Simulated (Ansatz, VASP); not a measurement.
**Two plane-wave programs on Ga**

```xyz
4
Lattice="2.3131 -3.8593 0.0000 2.3131 3.8593 0.0000 0.0000 0.0000 4.5630" Properties=species:S:1:pos:R:3 pbc="T T T"
Ga    2.3131   -1.2080    1.8971
Ga    2.3131   -2.6512    4.1786
Ga    2.3131    1.2080    2.6658
Ga    2.3131    2.6512    0.3844
```

Alike in both runs: functional PBE; k mesh 10 × 10 × 8; occupations fermi-dirac, width 0.15 eV; no spin polarisation.

Ansatz relaxed the structure, and its values are those at the end. VASP's run is a single point on that final structure, the one shown.

|  | VASP | Ansatz |
| --- | --- | --- |
| version | VASP 6.6.1 | Ansatz 0.2.0 |
| potentials or method | VASP PAW PBE potentials, release 64 (Ga_d), cutoff 520 eV | scalar-relativistic, plane waves, PAW |
| valence electrons in the cell | 52 | 52 |

```csv
,VASP,Ansatz,Ansatz less VASP
gap on the k mesh at the Fermi level (eV),none,none,-
pressure (GPa),0.1,0.0,-0.12
```

A gap of «none» marks a metal or a gap that the smearing closes. With one functional, cell and mesh, what is left measures potentials, basis and numerics.
